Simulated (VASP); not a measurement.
A run of VASP 6.6.1 is set up as follows.

Contents of POSCAR:

```
Sn
1.0
   -2.9643162528      2.9643162528      1.6163469659
    2.9643162528     -2.9643162528      1.6163469659
    2.9643162528      2.9643162528     -1.6163469659
Sn
2
Direct
    0.7500000000      0.2500000000      0.5000000000
    0.0000000000      0.0000000000      0.0000000000
```

INCAR.step1

```
SYSTEM = Sn
PREC = Accurate
ENCUT = 520
ISMEAR = 0
SIGMA = 0.1
LREAL = .FALSE.
LASPH = .TRUE.
NELM = 100
NBANDS = 21
GGA = PE
ALGO = Normal
EDIFF = 1E-4
LWAVE = .TRUE.
LCHARG = .FALSE.
```

File INCAR.step2:

```
SYSTEM = Sn
PREC = Accurate
ENCUT = 520
EDIFF = 1E-6
ISMEAR = 0
SIGMA = 0.1
LREAL = .FALSE.
LASPH = .TRUE.
NELM = 100
ALGO = Normal
ISIF = 2
LWAVE = .FALSE.
LCHARG = .FALSE.
METAGGA = R2SCAN
LMIXTAU = .TRUE.
NBANDS = 21
ISTART = 1
```

Contents of KPOINTS:

```
regular mesh
0
G
  14 14 14
  0 0 0
```

Potentials or basis: VASP PAW PBE potentials, release 64 (Sn_d).

The run is started by

```bash
$ cat potpaw_PBE.64/Sn_d/POTCAR > POTCAR
$ cp INCAR.step1 INCAR
$ mpirun -np 1 vasp_std > vasp.out
$ cp INCAR.step2 INCAR
$ mpirun -np 1 vasp_std > vasp.out
```

Problem. Predict the band gap on the k mesh.

Solution. Zero (bands 14 and 15 overlap by 3.97 eV).

Problem. Estimate the pressure.

Solution. -1.5 GPa.

Stress tensor (GPa, compression positive):
```
-1.63  0.00  0.00
 0.00 -1.63  0.00
 0.00  0.00 -1.29
```

Caveat: the PAW data sets were made with another functional, which shifts forces and pressure a little; spin-orbit coupling is left out, which moves the levels of the heavy elements.
